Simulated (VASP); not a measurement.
Write the native input for VASP 6.6.1 that does the following.

| Property | Result |
| --- | --- |
| Task | single point |
| Functional | PBEsol |
| Potentials or basis | VASP PAW PBE potentials, release 64 (B, N) |
| Cutoff | 520 eV |
| k mesh | 12 × 12 × 4 |
| Occupations | gaussian, width 0.05 eV |
| Spin | no spin polarisation |
| Dipole correction | no |
| Further INCAR settings | ALGO = Normal; EDIFF = 1e-07; NBANDS = 16 |

The structure of BN lies in POSCAR:

```
BN
1.0
    2.3256149337      0.0000000000      0.0000000000
   -1.1628074669      2.0140416120      0.0000000000
    0.0000000000      0.0000000000      7.3708039709
B N
2 2
Direct
    0.3333333333      0.6666666667      0.2500000000
    0.6666666667      0.3333333333      0.7500000000
    0.3333333333      0.6666666667      0.7500000000
    0.6666666667      0.3333333333      0.2500000000
```

This cell differs from its parent crystal: volume 8.631 Å^3 an atom, c/a of the conventional cell 3.1694.

These files were run (other wordings do the same):

INCAR

```
SYSTEM = BN
PREC = Accurate
ENCUT = 520
EDIFF = 1E-7
ISMEAR = 0
SIGMA = 0.05
LREAL = .FALSE.
LASPH = .TRUE.
NELM = 60
ALGO = Normal
ISIF = 2
LWAVE = .FALSE.
LCHARG = .TRUE.
GGA = PS
LELF = .TRUE.
LVHAR = .TRUE.
NBANDS = 16
```

KPOINTS

```
regular mesh
0
G
  12 12 4
  0 0 0
```

Potentials or basis: VASP PAW PBE potentials, release 64 (B, N).

The run is started by

```bash
$ cat potpaw_PBE.64/B/POTCAR potpaw_PBE.64/N/POTCAR > POTCAR
$ mpirun -np 1 vasp_std > vasp.out
```

Results of the run:

```
Pressure               : 66.4 GPa
Band gap on the k mesh : 4.32 eV, indirect (least direct gap 5.15 eV)
```

Caveat: the PAW data sets were made with another functional, which shifts forces and pressure a little; this functional lacks dispersion, which binds the layers, so the pressure and a relaxed spacing across them are unreliable.

It took 24 s on 1 thread of Intel Xeon 6975P-C, with other jobs on the host, peak memory 0.16 GiB.
